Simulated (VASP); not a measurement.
# AlNi (NiAl (Pm-3m)) (Pm-3m) in VASP: further runs

Runs on AlNi (NiAl (Pm-3m)). Level: PBE. Tasks: single point, relaxation of cell and atoms.

Everything below comes from runs of VASP 6.6.1. Logs are shortened: lines on timing, memory, paths and dates and some standing lists are left out, and cuts for length are marked.

## 1. The cell of the first run

It takes space group Pm-3m (No. 221, cubic). The conventional cell has a = 2.892 Å, b = 2.892 Å, c = 2.892 Å, α = 90.00°, β = 90.00°, γ = 90.00°. Al (site symmetry m-3m) has 8 Ni at 2.50 Å and 6 Al at 2.89 Å within 3.3 Å. Within 3.3 Å of Ni (site symmetry m-3m) lie 8 Al at 2.50 Å and 6 Ni at 2.89 Å.

## 2. Single point, PBE

The input, INCAR:

```
PREC     = Accurate       # precision mode
ENCUT    = 520            # plane-wave cutoff, eV
EDIFF    = 1E-7           # SCF threshold, eV
ISMEAR   = 1              # smearing method
SIGMA    = 0.1            # smearing width, eV
LREAL    = False          # projectors in reciprocal space
LASPH    = True           # aspherical terms in the spheres
NELM     = 100            # most SCF steps
ALGO     = Normal         # electronic algorithm
ISIF     = 2              # what is computed and relaxed
LWAVE    = False          # write WAVECAR
LCHARG   = False          # write CHGCAR
GGA      = PE             # functional
NBANDS   = 14             # bands
```

The input, KPOINTS:

```
regular mesh
0
Gamma
  13 13 13
```

The input, POSCAR:

```
AlNi
1.0
    2.8918262607      0.0000000000      0.0000000000
    0.0000000000      2.8918262607      0.0000000000
    0.0000000000      0.0000000000      2.8918262607
Al Ni
1 1
Direct
    0.5000000000      0.5000000000      0.5000000000
    0.0000000000      0.0000000000      0.0000000000
```

Potentials or basis: VASP PAW PBE potentials, release 64 (Al, Ni).

Started as:

```sh
> cat potpaw_PBE.64/Al/POTCAR potpaw_PBE.64/Ni/POTCAR > POTCAR
> mpirun -np 1 vasp_std > vasp.out
```

OUTCAR:

```text
PREC = Accurate
   ENCUT = 520
   EDIFF = 1E-7
   ISMEAR = 1
   LREAL = False
   LASPH = True
   NELM = 100
   ISIF = 2
   GGA = PE

 ion  position               nearest neighbor table
   1  0.500  0.500  0.500-   2 2.50   2 2.50   2 2.50   2 2.50   2 2.50   2 2.50   2 2.50   2 2.50

   2  0.000  0.000  0.000-   1 2.50   1 2.50   1 2.50   1 2.50   1 2.50   1 2.50   1 2.50   1 2.50

  LATTYP: Found a simple cubic cell.
 ALAT       =     2.8918262607

  Lattice vectors:

 A1 = (   2.8918262607,   0.0000000000,   0.0000000000)
 A2 = (   0.0000000000,   2.8918262607,   0.0000000000)
 A3 = (   0.0000000000,   0.0000000000,   2.8918262607)

Analysis of symmetry for initial positions (statically):
=====================================================================
 Subroutine PRICEL returns:
 Original cell was already a primitive cell.

 Routine SETGRP: Setting up the symmetry group for a
 simple cubic supercell.

 Subroutine GETGRP returns: Found 48 space group operations
 (whereof 48 operations were pure point group operations)
 out of a pool of 48 trial point group operations.

The static configuration has the point symmetry O_h .

Analysis of symmetry for dynamics (positions and initial velocities):
=====================================================================
 Subroutine PRICEL returns:
 Original cell was already a primitive cell.

 Routine SETGRP: Setting up the symmetry group for a
 simple cubic supercell.

 Subroutine GETGRP returns: Found 48 space group operations
 (whereof 48 operations were pure point group operations)
 out of a pool of 48 trial point group operations.

The dynamic configuration has the point symmetry O_h .

 Subroutine INISYM returns: Found 48 space group operations
 (whereof 48 operations are pure point group operations),
 and found     1 'primitive' translations

----------------------------------------------------------------------------------------

                                     Primitive cell

  volume of cell :      24.1834

  direct lattice vectors                    reciprocal lattice vectors
     2.891826261  0.000000000  0.000000000     0.345802240  0.000000000  0.000000000
     0.000000000  2.891826261  0.000000000     0.000000000  0.345802240  0.000000000
     0.000000000  0.000000000  2.891826261     0.000000000  0.000000000  0.345802240

  length of vectors
     2.891826261  2.891826261  2.891826261     0.345802240  0.345802240  0.345802240

  position of ions in fractional coordinates (direct lattice)
     0.500000000  0.500000000  0.500000000
[... 91 lines left out ...]
   EMIN   =  10.00;   EMAX   =-10.00  energy-range for DOS
   EFERMI =   0.00;   METHOD = LEGACY
   ISMEAR =     1;   SIGMA  =   0.10  broadening in eV -4-tet -1-fermi 0-gaus
   EFERMI_NEDOS =   21; number of points for ismear=-14 and -15
   IALGO  =     38    algorithm
   IMIX   =      4    mixing-type and parameters
     AMIX     =   0.40;   BMIX     =  1.00
     AMIX_MAG =   1.60;   BMIX_MAG =  1.00
  volume/ion in A,a.u.               =      12.09        81.60
  Fermi-wavevector in a.u.,A,eV,Ry     =   1.331120  2.515451 24.107883  1.771879
  Thomas-Fermi vector in A             =   2.460155
   LORBIT       =      0    0 simple, 1 ext, 2 COOP (PROOUT), +10 PAW based schemes
   GGA     = PE    functional components
   LHFCALC =     F    Hartree Fock is set to
   AEXX    =    0.0000 exact exchange contribution
   IVDW    =     0    specifies the selected vdW correction
   LEPSILON=     F    determine dielectric tensor
   LRPA    =     F    only Hartree local field effects (RPA)
 non-spin polarized calculation
 Methfessel and Paxton  Order N= 1 SIGMA  =   0.10
  energy-cutoff  :      520.00
  volume of cell :       24.18
 maximum number of plane-waves:       669
 NGX is ok and might be reduce to    24
   NGX = 11   NGY = 11   NGZ = 11

 number of electron      13.0000013 magnetization

 Free energy of the ion-electron system (eV)
  ---------------------------------------------------
  ext. energy  EPLUGINS =         0.00000000
  ---------------------------------------------------
  free energy    TOTEN  =       -10.54278361 eV

  energy without entropy =      -10.54307982  energy(sigma->0) =      -10.54288235

 E-fermi :   9.8409     XC(G=0): -11.9944

 val. band max:        9.8046728050   @ k =   0.3846   0.2308   0.1538
 cond. band min:       9.9141443752   @ k =   0.3846   0.3077   0.1538
 fundamental gap:      0.1094715701
 Fermi energy:         9.8408875566

 k-point     1 :       0.0000    0.0000    0.0000
  band No.  band energies     occupation
      1      -1.1780      2.00000
      2       6.7051      2.00000
      3       6.7051      2.00000
      4       8.3593      2.00000
      5       8.3593      2.00000
      6       8.3593      2.00000
      7      15.3297      0.00000
      8      15.3297      0.00000
      9      15.3297      0.00000
     10      17.9657      0.00000
     11      17.9657      0.00000
     12      23.4184      0.00000
     13      30.6735      0.00000
     14      30.6735      0.00000
[... 377 lines left out ...]
      1       2.8907      2.00000
      2       5.7494      2.00000
      3       7.0018      2.00000
      4       7.5494      2.00000
      5       7.8495      2.00000
      6       8.0051      2.00000
      7       9.5604      2.00053
      8      12.3859      0.00000
      9      15.3731      0.00000
     10      20.1388      0.00000
     11      22.0871      0.00000
     12      23.7443      0.00000
     13      25.8214      0.00000
     14      26.0840      0.00000

 [... further k-points ...]

------------------------ aborting loop because EDIFF is reached ----------------------------------------

  FORCE on cell =-STRESS in cart. coord.  units (eV):
  Direction    XX          YY          ZZ          XY          YZ          ZX
  --------------------------------------------------------------------------------------
  -------------------------------------------------------------------------------------
  Total        0.0107257      0.0107257      0.0107257     -0.0000000     -0.0000000      0.0000000
  in kB        0.7105911      0.7105911      0.7105911     -0.0000000     -0.0000000      0.0000000
  external PRESSURE =       0.7105911 kB  Pullay stress =       0.0000000 kB

 VOLUME and BASIS-vectors are now :
 -----------------------------------------------------------------------------
  energy-cutoff  :      520.00
  volume of cell :       24.18
      direct lattice vectors                 reciprocal lattice vectors
     2.891826261  0.000000000  0.000000000     0.345802240  0.000000000  0.000000000
     0.000000000  2.891826261  0.000000000     0.000000000  0.345802240  0.000000000
     0.000000000  0.000000000  2.891826261     0.000000000  0.000000000  0.345802240

 POSITION                                       TOTAL-FORCE (eV/Angst)
 -----------------------------------------------------------------------------------
      1.44591      1.44591      1.44591         0.000000      0.000000      0.000000
      0.00000      0.00000      0.00000         0.000000      0.000000      0.000000
 -----------------------------------------------------------------------------------
    total drift:                                0.000000      0.000000      0.000000

  FREE ENERGIE OF THE ION-ELECTRON SYSTEM (eV)
  ---------------------------------------------------
  free  energy   TOTEN  =       -10.5427836080 eV

  energy  without entropy=      -10.5430798232  energy(sigma->0) =      -10.54288235
```

OSZICAR:

```text
N       E                     dE             d eps       ncg     rms          rms(c)
DAV:   1     0.426358549900E+02    0.42636E+02   -0.55234E+03  2376   0.986E+02
DAV:   2    -0.101367041663E+02   -0.52773E+02   -0.47864E+02  2496   0.182E+02
DAV:   3    -0.119309827586E+02   -0.17943E+01   -0.17709E+01  3006   0.375E+01
DAV:   4    -0.119553276218E+02   -0.24345E-01   -0.24338E-01  2776   0.391E+00
DAV:   5    -0.119560680630E+02   -0.74044E-03   -0.74042E-03  3022   0.751E-01    0.118E+01
DAV:   6    -0.138567198199E+02   -0.19007E+01   -0.45917E+01  2790   0.933E+01    0.157E+01
DAV:   7    -0.105688888659E+02    0.32878E+01   -0.13652E+01  2760   0.560E+01    0.998E-01
DAV:   8    -0.105561831747E+02    0.12706E-01   -0.28105E-01  2990   0.551E+00    0.956E-01
DAV:   9    -0.105430225942E+02    0.13161E-01   -0.40467E-02  3000   0.258E+00    0.169E-01
DAV:  10    -0.105427885281E+02    0.23407E-03   -0.91967E-04  3150   0.378E-01    0.734E-02
DAV:  11    -0.105427845984E+02    0.39297E-05   -0.40701E-05  3424   0.684E-02    0.958E-03
DAV:  12    -0.105427839793E+02    0.61905E-06   -0.34659E-07  2844   0.566E-03    0.350E-03
DAV:  13    -0.105427835871E+02    0.39223E-06   -0.10602E-07  1938   0.289E-03    0.954E-04
DAV:  14    -0.105427836080E+02   -0.20927E-07   -0.11181E-08  1548   0.115E-03
   1 F= -.10542784E+02 E0= -.10542882E+02  d E =0.296215E-03
```

It took 12 s on 1 thread of Intel Xeon Platinum 8488C (Sapphire Rapids), shared host; peak memory 0.15 GiB.

What came out:

```yaml
Free_energy: -10.5428 eV
Pressure: 0.1 GPa
```

## 3. Relaxation of cell and atoms, PBE

This run uses another cell than the first one, of 11.69 Å³/atom, 0.967 times its volume.

The input, INCAR:

```
SYSTEM = AlNi
ALGO = Normal ; EDIFF = 1E-6
EDIFFG = -0.005 ; ENCUT = 600
GGA = PE ; IBRION = 2
ISIF = 3 ; ISMEAR = 1
LASPH = .TRUE. ; LCHARG = .FALSE.
LREAL = .FALSE. ; LWAVE = .FALSE.
NELM = 60 ; NSW = 80
PREC = Accurate ; SIGMA = 0.1
```

The input, KPOINTS:

```
k-points
0
G
  13 13 13
  0 0 0
```

The input, POSCAR:

```
AlNi
1.0
    2.8597113000      0.0000000000      0.0000000000
    0.0000000000      2.8597113000      0.0000000000
    0.0000000000      0.0000000000      2.8597113000
Al Ni
1 1
Direct
    0.5000000000      0.5000000000      0.5000000000
    0.0000000000      0.0000000000      0.0000000000
```

Potentials or basis: VASP PAW PBE potentials, release 64 (Al, Ni).

Started as:

```sh
> cat potpaw_PBE.64/Al/POTCAR potpaw_PBE.64/Ni/POTCAR > POTCAR
> mpirun -np 1 vasp_std > vasp.out
```

Wall time 18 s (1 thread of Intel Xeon Platinum 8488C (Sapphire Rapids), shared host); peak memory 0.16 GiB.

The run converged. Its results:

| Property | Result |
| --- | --- |
| Free energy | -10.5424 eV |
| Relaxed volume | 12.10 Å³/atom |
| Relaxed cell | a = 2.892 Å, b = 2.892 Å, c = 2.892 Å, α = 90.00°, β = 90.00°, γ = 90.00° |
| Space group after relaxing (to 0.05 Å) | Pm-3m (No. 221) |
| Energy gained by relaxing | 7.0 meV/atom |
| Ionic steps | 3 |
| Pressure after relaxing | 0.0 GPa |

The path:
| step | energy change (eV) | largest force (eV/Å) | pressure (GPa) | volume (Å³) |
| --- | --- | --- | --- | --- |
| 1 | 0.0000 | 0.0000 | 5.80 | 23.39 |
| 2 | -0.0055 | 0.0000 | -4.09 | 24.85 |
| 3 | -0.0141 | 0.0000 | 0.03 | 24.19 |

Final structure:
```cif
data_structure
_symmetry_space_group_name_H-M 'P 1'
_symmetry_Int_Tables_number 1
_cell_length_a 2.8921
_cell_length_b 2.8921
_cell_length_c 2.8921
_cell_angle_alpha 90.000
_cell_angle_beta 90.000
_cell_angle_gamma 90.000
_cell_volume 24.19
loop_
_atom_site_label
_atom_site_type_symbol
_atom_site_fract_x
_atom_site_fract_y
_atom_site_fract_z
_atom_site_occupancy
Al1 Al 0.50000 0.50000 0.50000 1
Ni1 Ni 0.00000 0.00000 0.00000 1
```

Levels at points of the mesh, in eV from the Fermi level:
```
           k point  band 2  band 3  band 4  band 5  band 6  band 7  band 8  band 9  band 10
(0.00, 0.00, 0.00)   -3.13   -3.13   -1.48   -1.48   -1.48    5.49    5.49    5.49     8.12
```
